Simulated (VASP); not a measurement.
Write the native input for VASP 6.6.1 that does the following.

| Item | Value |
| --- | --- |
| Task | single point |
| Functional | PBE |
| Potentials or basis | VASP PAW PBE potentials, release 64 (B, N) |
| Cutoff | 520 eV |
| k mesh | 13 × 13 × 4 |
| Occupations | fermi-dirac, width 0.02 eV |
| Spin | no spin polarisation |
| Dipole correction | no |
| Further INCAR settings | ALGO = Normal; EDIFF = 1e-06; NBANDS = 16 |

The structure of BN lies in POSCAR:

```
BN
1.0
    2.4982400000      0.0000000000      0.0000000000
   -1.2491200000      2.1635393048      0.0000000000
    0.0000000000      0.0000000000      6.6357000000
B N
2 2
Direct
    0.3333333333      0.6666666667      0.2500000000
    0.6666666667      0.3333333333      0.7500000000
    0.3333333333      0.6666666667      0.7500000000
    0.6666666667      0.3333333333      0.2500000000
```

One way to write it, as run:

INCAR

```
SYSTEM = BN
ALGO = Normal ; EDIFF = 1E-6
ENCUT = 520 ; GGA = PE
ISIF = 2 ; ISMEAR = -1
LASPH = .TRUE. ; LCHARG = .FALSE.
LREAL = .FALSE. ; LWAVE = .FALSE.
NBANDS = 16 ; NELM = 60
PREC = Accurate ; SIGMA = 0.02
```

KPOINTS

```
k-points
0
G
  13 13 4
  0 0 0
```

Potentials or basis: VASP PAW PBE potentials, release 64 (B, N).

The run is started by

```bash
$ cat potpaw_PBE.64/B/POTCAR potpaw_PBE.64/N/POTCAR > POTCAR
$ mpirun -np 1 vasp_std > vasp.out
```

Results of the run:

```json
{
 "Pressure": "5.2 GPa",
 "Band gap on the k mesh": "4.30 eV, indirect (least direct gap 4.68 eV)"
}
```

Caveat: this functional lacks dispersion, which binds the layers, so the pressure and a relaxed spacing across them are unreliable.

Run time: 14 s on 1 thread of Intel(R) Xeon(R) 6975P-C (Granite Rapids) (shared host), peak memory 0.15 GiB.
